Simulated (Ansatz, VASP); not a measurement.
LiH: VASP beside Ansatz

INCAR

```
PREC = Accurate
ENCUT = 600
EDIFF = 1E-7
ISMEAR = 0
SIGMA = 0.1
LREAL = F
LASPH = T
NELM = 60
ALGO = Normal
ISIF = 3
LWAVE = F
LCHARG = F
GGA = PE
IBRION = 2
NSW = 90
EDIFFG = -0.04
```

Contents of KPOINTS:

```
regular mesh
0
Gamma
  4 6 4
```

POSCAR

```
LiH
1.0
    4.9914183400      0.0000000000      0.0000000000
    0.0000000000      3.1196364600      0.0000000000
    0.0000000000      0.0000000000      5.4033688500
Li H
2 2
Direct
    0.0000000000      0.0000000000      0.0000000000
    0.0000000000      0.5000000000      0.5000000000
    0.7600000000      0.0000000000      0.6666666700
    0.2400000000      0.0000000000      0.3333333300
```

Input for Ansatz:

```yaml
crystal:
  lattice:
    - [4.99141834, 0.0, 0.0]
    - [0.0, 3.11963646, 0.0]
    - [0.0, 0.0, 5.40336885]
  atoms:
    - { symbol: Li, position: [0.0, 0.0, 0.0] }
    - { symbol: Li, position: [0.0, 0.5, 0.5] }
    - { symbol: H, position: [0.76, 0.0, 0.66666667] }
    - { symbol: H, position: [0.24, 0.0, 0.33333333] }
basis:
  ecutwfc: 420
kpoints:
  mp_grid: { grid: [4, 6, 4] }
hamiltonian:
  xc: pbe
scf:
  occupations: { method: gaussian, width: 0.1 }
  lower_state_search: "off"
output:
  forces: true
  stress: true
  eigenvalues: true
relax:
  adjacent_minimum: "off"
  f_tol: 0.04
  max_steps: 70
  cell: { stress_tol: 0.4 }
```

Change from the starting cell: ordered vacancies on the anion sites of cadmium iodide (P2/m, No. 10).

Alike in both runs: task relaxation of cell and atoms; functional PBE; k mesh 4 × 6 × 4; occupations gaussian, width 0.1 eV; no spin polarisation.

|  | VASP | Ansatz |
| --- | --- | --- |
| version | VASP 6.6.1 | Ansatz 0.2.0 |
| potentials or method | VASP PAW PBE potentials, release 64 (Li_sv, H), cutoff 600 eV | scalar-relativistic, plane waves, PAW |
| valence electrons in the cell | 8 | 8 |

```csv
,VASP,Ansatz,Ansatz less VASP
"gap on the k mesh at the Fermi level, each at its own relaxed structure (eV)",0.29,1.20,+0.907
relaxed volume (Å³/atom),9.66,18.50,+8.836
relaxed cell length with the largest relative difference (Å),2.814,4.367,+1.5524
```

One of these differences is far larger than is usual between the two programs; its cause wasn't traced.

Noted on VASP's run: the cutoff is short for stress, so the pressure is rough; the volume moved by over 15 % at a fixed basis, so the end points are rough.
